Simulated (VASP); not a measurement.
Here is a VASP 6.6.1 calculation.

File INCAR:

```
SYSTEM = CsSi4Sb2
PREC = Accurate
ENCUT = 520
EDIFF = 1E-6
ISMEAR = 0
SIGMA = 0.2
LREAL = .FALSE.
LASPH = .TRUE.
NELM = 80
ALGO = Fast
ISIF = 2
LWAVE = .FALSE.
LCHARG = .TRUE.
GGA = PE
LELF = .TRUE.
LVHAR = .TRUE.
NBANDS = 26
```

The input KPOINTS:

```
Automatic mesh
0
G
  4 4 4
  0 0 0
```

File POSCAR:

```
CsSi4Sb2
1.0
    4.0705845340      4.0638834078     -4.0664265064
   -3.4517379490      3.1850187025      3.8100297839
    3.1819707920     -3.4541371295      3.8035219941
Cs Si Sb
1 4 2
Direct
   -0.0000503396      1.0000381863      0.0000568615
    0.2147909477      0.7314528276      0.4817260874
    0.2148111049      0.4817736456      0.7314123460
    0.7851843067      0.5182748151      0.2685984980
    0.7851816240      0.2685150778      0.5181988786
    0.5000696893      0.2644886687      0.7355067468
    0.5000126670      0.7354567789      0.2645005816
```

Potentials or basis: VASP PAW PBE potentials, release 64 (Cs_sv, Si, Sb).

The run is started by

```console
$ cat potpaw_PBE.64/Cs_sv/POTCAR potpaw_PBE.64/Si/POTCAR potpaw_PBE.64/Sb/POTCAR > POTCAR
$ mpirun -np 1 vasp_std > vasp.out
```

Task: What does it give for the largest force?

Result: 0.018 eV/Å.

Task: Estimate the pressure.

Result: 0.0 GPa.

Task: Predict the band gap on the k mesh.

Result: Zero (an odd number of electrons rules out a gap without spin polarisation).

Forces in eV/Å, atoms in the order of the input:
```
Cs   0.000  0.000  0.000
Si   0.000 -0.016 -0.003
Si  -0.016 -0.001 -0.004
Si   0.017  0.001  0.002
Si   0.001  0.017  0.005
Sb  -0.014  0.012  0.001
Sb   0.011 -0.012  0.000
```

Caveat: spin-orbit coupling is left out, which moves the levels of the heavy elements.
